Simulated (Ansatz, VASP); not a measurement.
Two plane-wave programs on Hg

```
CELL_PARAMETERS angstrom
4.90287 0.00000 0.00000
0.00000 4.90287 0.00000
0.00000 0.00000 4.90287
ATOMIC_POSITIONS crystal
Hg 0.00000 0.00000 0.00000
```

Alike in both runs: functional revPBE; k mesh 11 × 11 × 11; occupations fermi-dirac, width 0.1 eV; no spin polarisation.

Ansatz relaxed the structure, and its values are those at the end. VASP's run is a single point on that final structure, the one shown.

|  | VASP | Ansatz |
| --- | --- | --- |
| version | VASP 6.6.1 | Ansatz 0.2.0 |
| potentials or method | VASP PAW PBE potentials, release 64 (Hg), cutoff 500 eV | plane waves (420 eV) with PAW, scalar-relativistic |
| valence electrons in the cell | 12 | 20 |

```tsv
	VASP	Ansatz	Ansatz less VASP
pressure (GPa)	0.0	0.0	+0.02
```

VASP's potentials were made for PBE, not for revPBE. VASP's potentials hold 12 valence electrons a cell and Ansatz's 20, so a difference there can come from the potentials and not from the codes.

Neither program's run includes spin-orbit coupling.
